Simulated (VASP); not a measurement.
# PtF in VASP: single point with r2SCAN

Aim: the single point of PtF with r2SCAN.

Program: VASP 6.6.1. These are calculated values, not measurements. Logs are shortened: lines on timing, memory, paths and dates and some standing lists are left out, and cuts for length are marked.

### Step 1. The cell of the first run

The typed cell holds 4 atoms: a = 3.407 Å, b = 3.407 Å, c = 4.674 Å, α = 90.00°, β = 90.00°, γ = 120.00°.

### Step 2. Single point, r2SCAN

Contents of POSCAR:

```
PtF
1.0
    3.4065260000      0.0000000000      0.0000000000
   -1.7032630000      2.9501410000      0.0000000000
    0.0000000000      0.0000000000      4.6743780000
F Pt
2 2
Direct
    0.3333000000      0.6667000000      0.2500000000
    0.6666000000      0.3333000000      0.7500000000
    0.0000000000      0.0000000000      0.0000000000
    0.0000000000      0.0000000000      0.5000000000
```

Contents of INCAR.step1:

```
ALGO = Normal
EDIFF = 1E-4
ENCUT = 520
GGA = PE
ISMEAR = -1
LASPH = T
LCHARG = F
LREAL = F
LWAVE = T
NBANDS = 25
NELM = 100
PREC = Accurate
SIGMA = 0.1
```

Contents of INCAR.step2:

```
ALGO = Normal
EDIFF = 1E-6
ENCUT = 520
ISIF = 2
ISMEAR = -1
ISTART = 1
LASPH = T
LCHARG = F
LMIXTAU = T
LREAL = F
LWAVE = F
METAGGA = R2SCAN
NBANDS = 25
NELM = 100
PREC = Accurate
SIGMA = 0.1
```

Contents of KPOINTS:

```
k-points
0
Gamma
  11 11 7
```

Potentials or basis: VASP PAW PBE potentials, release 64 (F, Pt).

The run is started by

```console
> cat potpaw_PBE.64/F/POTCAR potpaw_PBE.64/Pt/POTCAR > POTCAR
> cp INCAR.step1 INCAR
> mpirun -np 1 vasp_std > vasp.out
> cp INCAR.step2 INCAR
> mpirun -np 1 vasp_std > vasp.out
```

OUTCAR:

```text
EDIFF = 1E-6
   ENCUT = 520
   ISIF = 2
   ISMEAR = -1
   ISTART = 1
   LASPH = T
   LREAL = F
   METAGGA = R2SCAN
   NELM = 100
   PREC = Accurate

 ion  position               nearest neighbor table
   1  0.333  0.667  0.250-   3 2.29   4 2.29   3 2.29   4 2.29   3 2.29   4 2.29
   2  0.667  0.333  0.750-   3 2.29   4 2.29   3 2.29   4 2.29   3 2.29   4 2.29
   3  0.000  0.000  0.000-   2 2.29   1 2.29   2 2.29   1 2.29   2 2.29   1 2.29   4 2.34   4 2.34

   4  0.000  0.000  0.500-   2 2.29   1 2.29   2 2.29   1 2.29   2 2.29   1 2.29   3 2.34   3 2.34

  LATTYP: Found a hexagonal cell.
 ALAT       =     3.4065260000
 C/A-ratio  =     1.3721832741

  Lattice vectors:

 A1 = (   3.4065260000,   0.0000000000,   0.0000000000)
 A2 = (  -1.7032630000,   2.9501410000,   0.0000000000)
 A3 = (   0.0000000000,   0.0000000000,   4.6743780000)

Analysis of symmetry for initial positions (statically):
=====================================================================
 Subroutine PRICEL returns:
 Original cell was already a primitive cell.

 Routine SETGRP: Setting up the symmetry group for a
 hexagonal supercell.

 Subroutine GETGRP returns: Found  4 space group operations
 (whereof  2 operations were pure point group operations)
 out of a pool of 24 trial point group operations.

The static configuration has the point symmetry C_2 .
 The point group associated with its full space group is C_2v.

Analysis of symmetry for dynamics (positions and initial velocities):
=====================================================================
 Subroutine PRICEL returns:
 Original cell was already a primitive cell.

 Routine SETGRP: Setting up the symmetry group for a
 hexagonal supercell.

 Subroutine GETGRP returns: Found  4 space group operations
 (whereof  2 operations were pure point group operations)
 out of a pool of 24 trial point group operations.

The dynamic configuration has the point symmetry C_2 .
 The point group associated with its full space group is C_2v.

 Subroutine INISYM returns: Found  4 space group operations
 (whereof  2 operations are pure point group operations),
 and found     1 'primitive' translations

----------------------------------------------------------------------------------------

[... 93 lines left out ...]
   LASPH  =      T    aspherical Exc in radial PAW
   ENCUT  =  520.0 eV  38.22 Ry    6.18 a.u.   6.33  6.33  8.69*2*pi/ulx,y,z
   NELM   =    100;   NELMIN=  2; NELMDL=  0     # of ELM steps
   EDIFF  = 0.1E-05   stopping-criterion for ELM
   LREAL  =      F    real-space projection
   EDIFFG = 0.1E-04   stopping-criterion for IOM
   NSW    =      0    number of steps for IOM
   IBRION =     -1    ionic relax: 0-MD 1-quasi-New 2-CG
   NFREE  =      0    steps in history (QN), initial steepest desc. (CG)
   ISIF   =      2    stress and relaxation
   ISYM   =      2    0-nonsym 1-usesym 2-fastsym
   POTIM  = 0.5000    time-step for ionic-motion
   TEBEG  =    0.0;   TEEND  =   0.0 temperature during run
   PSTRESS=    0.0 pullay stress
   NELECT =      34.0000    total number of electrons
   NUPDOWN=      -1.0000    fix difference up-down
   EMIN   =  10.00;   EMAX   =-10.00  energy-range for DOS
   EFERMI =   0.00;   METHOD = LEGACY
   ISMEAR =    -1;   SIGMA  =   0.10  broadening in eV -4-tet -1-fermi 0-gaus
   EFERMI_NEDOS =   21; number of points for ismear=-14 and -15
   IALGO  =     38    algorithm
   IMIX   =      4    mixing-type and parameters
     AMIX     =   0.40;   BMIX     =  1.00
     AMIX_MAG =   1.60;   BMIX_MAG =  1.00
  volume/ion in A,a.u.               =      11.74        79.25
  Fermi-wavevector in a.u.,A,eV,Ry     =   1.469857  2.777627 29.395102  2.160479
  Thomas-Fermi vector in A             =   2.585184
   LORBIT       =      0    0 simple, 1 ext, 2 COOP (PROOUT), +10 PAW based schemes
   METAGGA = R2SCAN    functional components
   LHFCALC =     F    Hartree Fock is set to
   AEXX    =    0.0000 exact exchange contribution
   IVDW    =     0    specifies the selected vdW correction
   LEPSILON=     F    determine dielectric tensor
   LRPA    =     F    only Hartree local field effects (RPA)
 non-spin polarized calculation
  energy-cutoff  :      520.00
  volume of cell :       46.98
 maximum number of plane-waves:      1285
 NGX is ok and might be reduce to    28
   NGX = 13   NGY = 13   NGZ = 17

 number of electron      34.0000006 magnetization

 Free energy of the ion-electron system (eV)
  ---------------------------------------------------
  ext. energy  EPLUGINS =         0.00000000
  ---------------------------------------------------
  free energy    TOTEN  =      -105.91748782 eV

  energy without entropy =     -105.76366930  energy(sigma->0) =     -105.84057856

 E-fermi :   8.3628     XC(G=0): -13.1919

 val. band max:        8.3570280209   @ k =   0.0000   0.0000   0.1429
 cond. band min:       8.3706960109   @ k =   0.1818   0.0909   0.1429
 fundamental gap:      0.0136679900
 Fermi energy:         8.3628258403

 k-point     1 :       0.0000    0.0000    0.0000
  band No.  band energies     occupation
      1     -18.7475      2.00000
      2     -18.2285      2.00000
      3      -0.9748      2.00000
      4      -0.6393      2.00000
      5      -0.6387      2.00000
      6       0.4821      2.00000
[... 661 lines left out ...]
     24      19.3661      0.00000
     25      21.6543      0.00000

 [... further k-points ...]

------------------------ aborting loop because EDIFF is reached ----------------------------------------

  FORCE on cell =-STRESS in cart. coord.  units (eV):
  Direction    XX          YY          ZZ          XY          YZ          ZX
  --------------------------------------------------------------------------------------
  -------------------------------------------------------------------------------------
  Total       14.7744763     14.7728807     22.5700260      0.0000000      0.0000000      0.0000000
  in kB      503.9000122    503.8455899    769.7759356      0.0000000      0.0000000      0.0000000
  external PRESSURE =     592.5071793 kB  Pullay stress =       0.0000000 kB

 VOLUME and BASIS-vectors are now :
 -----------------------------------------------------------------------------
  energy-cutoff  :      520.00
  volume of cell :       46.98
      direct lattice vectors                 reciprocal lattice vectors
     3.406526000  0.000000000  0.000000000     0.293554196  0.169483425  0.000000000
    -1.703263000  2.950141000  0.000000000     0.000000000  0.338966849  0.000000000
     0.000000000  0.000000000  4.674378000     0.000000000  0.000000000  0.213932207

 POSITION                                       TOTAL-FORCE (eV/Angst)
 -----------------------------------------------------------------------------------
     -0.00017      1.96686      1.16859         0.000994      0.000477      0.000000
      1.70309      0.98328      3.50578         0.000994     -0.000477     -0.000000
      0.00000      0.00000      0.00000        -0.000994      0.000000      0.000000
      0.00000      0.00000      2.33719        -0.000994      0.000000      0.000000
 -----------------------------------------------------------------------------------
    total drift:                                0.000001      0.000000     -0.000000

  FREE ENERGIE OF THE ION-ELECTRON SYSTEM (eV)
  ---------------------------------------------------
  free  energy   TOTEN  =      -105.9174878169 eV

  energy  without entropy=     -105.7636693040  energy(sigma->0) =     -105.84057856
```

OSZICAR.step1:

```text
N       E                     dE             d eps       ncg     rms          rms(c)
DAV:   1     0.228689620177E+03    0.22869E+03   -0.18767E+04  7320   0.133E+03
DAV:   2    -0.462041902094E+01   -0.23331E+03   -0.21994E+03  8323   0.322E+02
DAV:   3    -0.131890562776E+02   -0.85686E+01   -0.84612E+01  8033   0.617E+01
DAV:   4    -0.132406518023E+02   -0.51596E-01   -0.51575E-01  8021   0.514E+00
DAV:   5    -0.132411019459E+02   -0.45014E-03   -0.45014E-03  8147   0.498E-01    0.228E+01
DAV:   6    -0.122293964236E+02    0.10117E+01   -0.46506E+00  7434   0.234E+01    0.180E+01
DAV:   7    -0.120136870749E+02    0.21571E+00   -0.90423E-01  7344   0.117E+01    0.105E+01
DAV:   8    -0.119759051775E+02    0.37782E-01   -0.86929E-02  7404   0.323E+00    0.781E-01
DAV:   9    -0.119742273689E+02    0.16778E-02   -0.52756E-03  7576   0.585E-01    0.236E-01
DAV:  10    -0.119739162848E+02    0.31108E-03   -0.52147E-04  7538   0.184E-01    0.468E-02
DAV:  11    -0.119739117305E+02    0.45543E-05   -0.37906E-05  3718   0.635E-02
   1 F= -.11973912E+02 E0= -.11892937E+02  d E =-.161950E+00
```

Wall time 7.5 min (1 thread of AMD EPYC 7R13 (Zen 3), shared host); peak memory 0.25 GiB.

What came out:

```
Free energy            : -105.9175 eV
Pressure               : 59.3 GPa
Band gap on the k mesh : zero (bands 17 and 18 overlap by 1.11 eV)
```

Caveat: the cell stands under pressure; the PAW data sets were made with another functional, which shifts forces and pressure a little; spin-orbit coupling is left out, which moves the levels of the heavy elements.
